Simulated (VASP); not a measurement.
# BeS (I-4m2) in VASP: notebook

BeS is run at these levels: PBE; tasks: single point.

Everything below comes from runs of VASP 6.6.1. Logs are shortened: lines on timing, memory, paths and dates and some standing lists are left out, and cuts for length are marked.

### Step 1. The cell of the first run

Symmetry: I-4m2, No. 119, tetragonal system. Conventional cell: a = 3.546 Å, b = 3.546 Å, c = 4.752 Å, α = 90.00°, β = 90.00°, γ = 90.00°. Within 2.8 Å of Be (site symmetry -4m2) lie 4 S at 2.13 Å. S (site symmetry -4m2) has 4 Be at 2.13 Å within 2.8 Å.

### Step 2. Single point, PBE (epitaxial xy strain +3.0%)

INCAR

```
PREC = Accurate
ENCUT = 520
EDIFF = 1E-7
ISMEAR = 0
SIGMA = 0.01
LREAL = False
LASPH = True
NELM = 100
ALGO = Normal
ISIF = 2
LWAVE = False
LCHARG = False
GGA = PE
NBANDS = 11
```

KPOINTS

```
regular mesh
0
Gamma
  6 6 6
```

POSCAR

```
BeS
1.0
    0.0000000000      2.5073354173      2.3758852603
    2.5073354173      0.0000000000      2.3758852603
    2.5073354173      2.5073354173      0.0000000000
Be S
1 1
Direct
    0.0000000000      0.0000000000      0.0000000000
    0.2500000000      0.2500000000      0.2500000000
```

Potentials or basis: VASP PAW PBE potentials, release 64 (Be, S).

On the command line:

```bash
> cat potpaw_PBE.64/Be/POTCAR potpaw_PBE.64/S/POTCAR > POTCAR
> mpirun -np 1 vasp_std > vasp.out
```

OUTCAR:

```text
PREC = Accurate
   ENCUT = 520
   EDIFF = 1E-7
   ISMEAR = 0
   LREAL = False
   LASPH = True
   NELM = 100
   ISIF = 2
   GGA = PE

 ion  position               nearest neighbor table
   1  0.000  0.000  0.000-   2 2.13   2 2.13   2 2.13   2 2.13
   2  0.250  0.250  0.250-   1 2.13   1 2.13   1 2.13   1 2.13

  LATTYP: Found a body centered tetragonal cell.
 ALAT       =     3.5459077526
 C/A-ratio  =     1.3400716691

  Lattice vectors:

 A1 = (   0.0000000000,  -2.5073354173,  -2.3758852603)
 A2 = (   0.0000000000,   2.5073354173,  -2.3758852603)
 A3 = (   2.5073354173,   0.0000000000,   2.3758852603)

Analysis of symmetry for initial positions (statically):
=====================================================================
 Subroutine PRICEL returns:
 Original cell was already a primitive cell.

 Routine SETGRP: Setting up the symmetry group for a
 body centered tetragonal supercell.

 Subroutine GETGRP returns: Found  8 space group operations
 (whereof  8 operations were pure point group operations)
 out of a pool of 16 trial point group operations.

The static configuration has the point symmetry D_2d.

Analysis of symmetry for dynamics (positions and initial velocities):
=====================================================================
 Subroutine PRICEL returns:
 Original cell was already a primitive cell.

 Routine SETGRP: Setting up the symmetry group for a
 body centered tetragonal supercell.

 Subroutine GETGRP returns: Found  8 space group operations
 (whereof  8 operations were pure point group operations)
 out of a pool of 16 trial point group operations.

The dynamic configuration has the point symmetry D_2d.

 Subroutine INISYM returns: Found  8 space group operations
 (whereof  8 operations are pure point group operations),
 and found     1 'primitive' translations

----------------------------------------------------------------------------------------

                                     Primitive cell

  volume of cell :      29.8731

  direct lattice vectors                    reciprocal lattice vectors
     0.000000000  2.507335417  2.375885260    -0.199414883  0.199414883  0.210447873
     2.507335417  0.000000000  2.375885260     0.199414883 -0.199414883  0.210447873
     2.507335417  2.507335417  0.000000000     0.199414883  0.199414883 -0.210447873

  length of vectors
     3.454209268  3.454209268  3.545907753     0.351881939  0.351881939  0.351881939

  position of ions in fractional coordinates (direct lattice)
     0.000000000  0.000000000  0.000000000
[... 88 lines left out ...]
   PSTRESS=    0.0 pullay stress
   NELECT =       8.0000    total number of electrons
   NUPDOWN=      -1.0000    fix difference up-down
   EMIN   =  10.00;   EMAX   =-10.00  energy-range for DOS
   EFERMI =   0.00;   METHOD = LEGACY
   ISMEAR =     0;   SIGMA  =   0.01  broadening in eV -4-tet -1-fermi 0-gaus
   EFERMI_NEDOS =   21; number of points for ismear=-14 and -15
   IALGO  =     38    algorithm
   IMIX   =      4    mixing-type and parameters
     AMIX     =   0.40;   BMIX     =  1.00
     AMIX_MAG =   1.60;   BMIX_MAG =  1.00
  volume/ion in A,a.u.               =      14.94       100.80
  Fermi-wavevector in a.u.,A,eV,Ry     =   1.055224  1.994084 15.150060  1.113498
  Thomas-Fermi vector in A             =   2.190414
   LORBIT       =      0    0 simple, 1 ext, 2 COOP (PROOUT), +10 PAW based schemes
   GGA     = PE    functional components
   LHFCALC =     F    Hartree Fock is set to
   AEXX    =    0.0000 exact exchange contribution
   IVDW    =     0    specifies the selected vdW correction
   LEPSILON=     F    determine dielectric tensor
   LRPA    =     F    only Hartree local field effects (RPA)
 non-spin polarized calculation
 Gauss-broadening in eV      SIGMA  =   0.01
  energy-cutoff  :      520.00
  volume of cell :       29.87
 maximum number of plane-waves:       829
 NGX is ok and might be reduce to    28
   NGX = 13   NGY = 13   NGZ = 13

 number of electron       8.0000000 magnetization

 Free energy of the ion-electron system (eV)
  ---------------------------------------------------
  ext. energy  EPLUGINS =         0.00000000
  ---------------------------------------------------
  free energy    TOTEN  =        -9.98762361 eV

  energy without entropy =       -9.98762361  energy(sigma->0) =       -9.98762361

 E-fermi :   3.9627     XC(G=0):  -9.5422

 val. band max:        3.8779462839   @ k =   0.0000   0.0000   0.0000
 cond. band min:       6.6768984147   @ k =   0.5000   0.5000   0.0000
 fundamental gap:      2.7989521308
 Fermi energy:         3.9627474242

 k-point     1 :       0.0000    0.0000    0.0000
  band No.  band energies     occupation
      1      -9.6766      2.00000
      2       3.6293      2.00000
      3       3.6293      2.00000
      4       3.8779      2.00000
      5       9.1961      0.00000
      6       9.3639      0.00000
      7       9.4403      0.00000
      8       9.4403      0.00000
      9      15.8711      0.00000
     10      16.9052      0.00000
     11      18.2382      0.00000
[... 309 lines left out ...]
 k-point    24 :       0.5000   -0.0000    0.3333
  band No.  band energies     occupation
      1      -7.8910      2.00000
      2      -0.8338      2.00000
      3       0.7421      2.00000
      4       1.6704      2.00000
      5       7.9922      0.00000
      6      10.1173      0.00000
      7      13.7440      0.00000
      8      14.6631      0.00000
      9      17.2380      0.00000
     10      18.7036      0.00000
     11      19.7241      0.00000

 [... further k-points ...]

------------------------ aborting loop because EDIFF is reached ----------------------------------------

  FORCE on cell =-STRESS in cart. coord.  units (eV):
  Direction    XX          YY          ZZ          XY          YZ          ZX
  --------------------------------------------------------------------------------------
  -------------------------------------------------------------------------------------
  Total       -0.7817596     -0.7817596      0.0851248      0.0000000     -0.0000000      0.0000000
  in kB      -41.9279344    -41.9279344      4.5654811      0.0000000     -0.0000000      0.0000000
  external PRESSURE =     -26.4301292 kB  Pullay stress =       0.0000000 kB

 VOLUME and BASIS-vectors are now :
 -----------------------------------------------------------------------------
  energy-cutoff  :      520.00
  volume of cell :       29.87
      direct lattice vectors                 reciprocal lattice vectors
     0.000000000  2.507335417  2.375885260    -0.199414883  0.199414883  0.210447873
     2.507335417  0.000000000  2.375885260     0.199414883 -0.199414883  0.210447873
     2.507335417  2.507335417  0.000000000     0.199414883  0.199414883 -0.210447873

 POSITION                                       TOTAL-FORCE (eV/Angst)
 -----------------------------------------------------------------------------------
      0.00000      0.00000      0.00000        -0.000000     -0.000000     -0.000000
      1.25367      1.25367      1.18794         0.000000      0.000000      0.000000
 -----------------------------------------------------------------------------------
    total drift:                               -0.000000     -0.000000     -0.000000

  FREE ENERGIE OF THE ION-ELECTRON SYSTEM (eV)
  ---------------------------------------------------
  free  energy   TOTEN  =        -9.9876236140 eV

  energy  without entropy=       -9.9876236140  energy(sigma->0) =       -9.98762361
```

OSZICAR:

```text
N       E                     dE             d eps       ncg     rms          rms(c)
DAV:   1     0.201325070427E+02    0.20133E+02   -0.39302E+03   660   0.626E+02
DAV:   2    -0.900011855629E+01   -0.29133E+02   -0.28141E+02   922   0.115E+02
DAV:   3    -0.101335913592E+02   -0.11335E+01   -0.11310E+01   854   0.225E+01
DAV:   4    -0.101401415018E+02   -0.65501E-02   -0.65492E-02   868   0.199E+00
DAV:   5    -0.101401882928E+02   -0.46791E-04   -0.46791E-04   853   0.158E-01    0.531E+00
DAV:   6    -0.100187580613E+02    0.12143E+00   -0.12829E-01   762   0.163E+00    0.364E+00
DAV:   7    -0.998611999634E+01    0.32638E-01   -0.10122E-01   784   0.164E+00    0.107E+00
DAV:   8    -0.998747288366E+01   -0.13529E-02   -0.67164E-03   876   0.407E-01    0.124E-01
DAV:   9    -0.998755734748E+01   -0.84464E-04   -0.50410E-04   820   0.140E-01    0.274E-02
DAV:  10    -0.998761903063E+01   -0.61683E-04   -0.90966E-05   780   0.561E-02    0.138E-02
DAV:  11    -0.998762321298E+01   -0.41824E-05   -0.15796E-05   840   0.205E-02    0.993E-03
DAV:  12    -0.998762355422E+01   -0.34123E-06   -0.50110E-07   827   0.460E-03    0.154E-03
DAV:  13    -0.998762367548E+01   -0.12126E-06   -0.79050E-08   778   0.168E-03    0.255E-03
DAV:  14    -0.998762361399E+01    0.61485E-07   -0.14406E-08   399   0.542E-04
   1 F= -.99876236E+01 E0= -.99876236E+01  d E =-.153406E-35
```

stdout:

```text
POSCAR found type information on POSCAR BeS
 POSCAR found :  2 types and       2 ions
 scaLAPACK will be used
 LDA part: xc-table for (Slater+PW92), standard interpolation
 POSCAR, INCAR and KPOINTS ok, starting setup
 FFT: planning ... GRIDC
 FFT: planning ... GRID_SOFT
 FFT: planning ... GRID
 WAVECAR not read
 entering main loop
```

It took 5.6 s on 1 thread of Intel Xeon 6975P-C (Granite Rapids), shared host; peak memory 0.14 GiB.

What came out:

```yaml
Free_energy: -9.9876 eV
Pressure: -2.6 GPa
Band_gap_on_the_k_mesh: 2.80 eV, indirect (least direct gap 5.32 eV)
```

Caveat: the cell differs from its parent crystal (epitaxial xy strain +3.0%). A k mesh can miss the band edges.

### Step 3. Single point, PBE (epitaxial xy strain +4.0%)

INCAR

```
ALGO = Normal ; EDIFF = 1E-6
ENCUT = 520 ; GGA = PE
ISIF = 2 ; ISMEAR = 0
LASPH = True ; LCHARG = False
LREAL = False ; LWAVE = False
NBANDS = 11 ; NELM = 100
PREC = Accurate ; SIGMA = 0.01
```

KPOINTS

```
k-points
0
Gamma
  6 6 6
```

POSCAR

```
BeS
1.0
    0.0000000000      2.5316784796      2.3555199058
    2.5316784796      0.0000000000      2.3555199058
    2.5316784796      2.5316784796      0.0000000000
Be S
1 1
Direct
    0.0000000000      0.0000000000      0.0000000000
    0.2500000000      0.2500000000      0.2500000000
```

Potentials or basis: VASP PAW PBE potentials, release 64 (Be, S).

On the command line:

```bash
> cat potpaw_PBE.64/Be/POTCAR potpaw_PBE.64/S/POTCAR > POTCAR
> mpirun -np 1 vasp_std > vasp.out
```

It took 4.8 s on 1 thread of Intel Xeon 6975P-C (Granite Rapids), shared host; peak memory 0.15 GiB.

The run converged. Its results:

| Item | Value |
| --- | --- |
| Free energy | -9.9693 eV |
| Pressure | -3.5 GPa |
| Band gap on the k mesh | 2.70 eV, indirect (least direct gap 5.17 eV) |

Stress tensor (GPa, compression positive):
```
-5.54  0.00  0.00
 0.00 -5.54  0.00
 0.00  0.00  0.46
```

Levels at points of the mesh, in eV from the valence-band top:
```
           k point  band 2  band 3  band 4  band 5  band 6  band 7
(0.00, 0.00, 0.00)   -0.32   -0.32    0.00    5.17    5.44    5.54
(0.50, 0.00, 0.00)   -5.64   -1.46   -0.88    4.85    6.07    6.87
(0.50, 0.50, 0.00)   -4.62   -3.00   -3.00    2.70    4.29   12.11
(0.50, 0.00, 0.50)   -5.10   -2.52   -2.41    3.20    4.99   11.78
```

Caveat: the cell differs from its parent crystal (epitaxial xy strain +4.0%).

### Step 4. Single point, PBE (epitaxial xy strain +3.0%)

INCAR

```
ALGO = Normal ; EDIFF = 1E-6
ENCUT = 520 ; GGA = PE
ISIF = 2 ; ISMEAR = -1
LASPH = T ; LCHARG = T
LELF = T ; LREAL = F
LVHAR = T ; LWAVE = F
NBANDS = 11 ; NELM = 60
PREC = Accurate ; SIGMA = 0.02
```

KPOINTS

```
k-points
0
Gamma
  10 10 10
```

POSCAR

```
BeS
1.0
    0.0000000000      2.5073354173      2.3758852603
    2.5073354173      0.0000000000      2.3758852603
    2.5073354173      2.5073354173      0.0000000000
Be S
1 1
Direct
    0.0000000000      0.0000000000      0.0000000000
    0.2500000000      0.2500000000      0.2500000000
```

On the command line:

```bash
> cat potpaw_PBE.64/Be/POTCAR potpaw_PBE.64/S/POTCAR > POTCAR
> mpirun -np 1 vasp_std > vasp.out
```

It took 18 s on 1 thread of Intel Xeon Platinum 8559C (Emerald Rapids), shared host; peak memory 0.17 GiB.

The run converged. Its results:

```yaml
Free_energy: -9.9902 eV
Pressure: -2.7 GPa
Band_gap_on_the_k_mesh: 2.80 eV, indirect (least direct gap 5.32 eV)
```

Stress tensor (GPa, compression positive):
```
-4.22  0.00  0.00
 0.00 -4.22  0.00
 0.00  0.00  0.42
```

Levels at points of the mesh, in eV from the valence-band top:
```
           k point  band 1  band 2  band 3  band 4  band 5  band 6  band 7  band 8
(0.00, 0.00, 0.00)  -13.55   -0.25   -0.25    0.00    5.32    5.49    5.56    5.56
(0.50, 0.00, 0.00)  -12.06   -5.66   -1.36   -0.91    5.01    6.18    6.77   10.84
(0.50, 0.50, 0.00)  -11.42   -4.71   -2.91   -2.91    2.80    4.45   12.24   12.24
(0.50, 0.00, 0.50)  -11.64   -5.07   -2.54   -2.46    3.18    4.97   12.02   12.18
```

Caveat: the cell differs from its parent crystal (epitaxial xy strain +3.0%). A k mesh can miss the band edges.

### Step 5. Single point, PBE (epitaxial xy strain +4.0%)

INCAR

```
SYSTEM = BeS
  PREC = Accurate
  ENCUT = 520
  EDIFF = 1E-6
  ISMEAR = -1
  SIGMA = 0.02
  LREAL = .FALSE.
  LASPH = .TRUE.
  NELM = 100
  ALGO = Normal
  ISIF = 2
  LWAVE = .FALSE.
  LCHARG = .TRUE.
  GGA = PE
  LELF = .TRUE.
  LVHAR = .TRUE.
  NBANDS = 11
```

KPOINTS

```
regular mesh
0
G
  10 10 10
  0 0 0
```

POSCAR

```
BeS
1.0
    0.0000000000      2.5316784796      2.3555199058
    2.5316784796      0.0000000000      2.3555199058
    2.5316784796      2.5316784796      0.0000000000
Be S
1 1
Direct
    0.0000000000      0.0000000000      0.0000000000
    0.2500000000      0.2500000000      0.2500000000
```

On the command line:

```bash
> cat potpaw_PBE.64/Be/POTCAR potpaw_PBE.64/S/POTCAR > POTCAR
> mpirun -np 1 vasp_std > vasp.out
```

Run time: 17 s. Hardware: 1 thread of Intel Xeon Platinum 8559C (Emerald Rapids), shared host; peak memory 0.17 GiB.

The run converged. Its results:

```yaml
Free_energy: -9.9718 eV
Pressure: -3.6 GPa
Band_gap_on_the_k_mesh: 2.71 eV, indirect (least direct gap 5.17 eV)
```

Stress tensor (GPa, compression positive):
```
-5.57  0.00  0.00
 0.00 -5.57  0.00
 0.00  0.00  0.42
```

Levels at points of the mesh, in eV from the valence-band top:
| k point | band 1 | band 2 | band 3 | band 4 | band 5 | band 6 | band 7 | band 8 |
| --- | --- | --- | --- | --- | --- | --- | --- | --- |
| (0.00, 0.00, 0.00) | -13.53 | -0.32 | -0.32 | 0.00 | 5.17 | 5.44 | 5.54 | 5.54 |
| (0.50, 0.00, 0.00) | -12.07 | -5.64 | -1.46 | -0.88 | 4.85 | 6.07 | 6.87 | 10.75 |
| (0.50, 0.50, 0.00) | -11.39 | -4.62 | -3.00 | -3.00 | 2.71 | 4.29 | 12.11 | 12.11 |
| (0.50, 0.00, 0.50) | -11.68 | -5.10 | -2.51 | -2.41 | 3.20 | 4.99 | 11.78 | 11.97 |

Caveat: the cell differs from its parent crystal (epitaxial xy strain +4.0%). A k mesh can miss the band edges.

### Step 6. The runs side by side

```csv
cell,k mesh,smearing,gap on the mesh (eV),pressure (GPa)
"a = 3.454, b = 3.454, c = 3.546 Å, angles 59.1, 59.1, 61.8°, 2 atoms",6 × 6 × 6,gaussian 0.01 eV,2.80,-2.6
"a = 3.458, b = 3.458, c = 3.580 Å, angles 58.8, 58.8, 62.4°, 2 atoms",6 × 6 × 6,gaussian 0.01 eV,2.70,-3.5
"a = 3.454, b = 3.454, c = 3.546 Å, angles 59.1, 59.1, 61.8°, 2 atoms",10 × 10 × 10,fermi-dirac 0.02 eV,2.80,-2.7
"a = 3.458, b = 3.458, c = 3.580 Å, angles 58.8, 58.8, 62.4°, 2 atoms",10 × 10 × 10,fermi-dirac 0.02 eV,2.71,-3.6
```

Alike in all rows: task single point; level PBE; potentials or basis VASP PAW PBE potentials, release 64 (Be, S); no spin polarisation; cutoff (eV) 520.

Total energies depend on the potentials used, so only differences within one code and one set of settings carry meaning.
